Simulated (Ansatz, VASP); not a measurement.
One calculation of Te, two programs

```
Te
1.0
     3.96605    0.00000    0.00000
    -1.98303    3.43470    0.00000
     0.00000    0.00000    8.45286
Te
4
Direct
  0.00000 0.00000 0.00000
  0.00000 0.00000 0.50000
  0.33333 0.66667 0.25000
  0.66667 0.33333 0.75000
```

Alike in both runs: task single point; functional PBEsol; k mesh 10 × 10 × 4; occupations fermi-dirac, width 0.1 eV; no spin polarisation.

|  | VASP | Ansatz |
| --- | --- | --- |
| version | VASP 6.6.1 | Ansatz 0.2.0 |
| potentials or method | VASP PAW PBE potentials, release 64 (Te), cutoff 520 eV | plane waves (420 eV) with PAW, scalar-relativistic |
| valence electrons in the cell | 24 | 64 |

VASP gave:

* pressure (GPa): 2.7
* traceless stress, the component that is largest in VASP (GPa): 0.70

Estimate Ansatz's values.

pressure (GPa): 2.6; traceless stress, the component that is largest in VASP (GPa): 0.65.

VASP's potentials were made for PBE, not for PBEsol, and Ansatz warns of the same on its side. VASP's potentials hold 24 valence electrons a cell and Ansatz's 64, so a difference there can come from the potentials and not from the codes.

Spin-orbit coupling is off throughout.
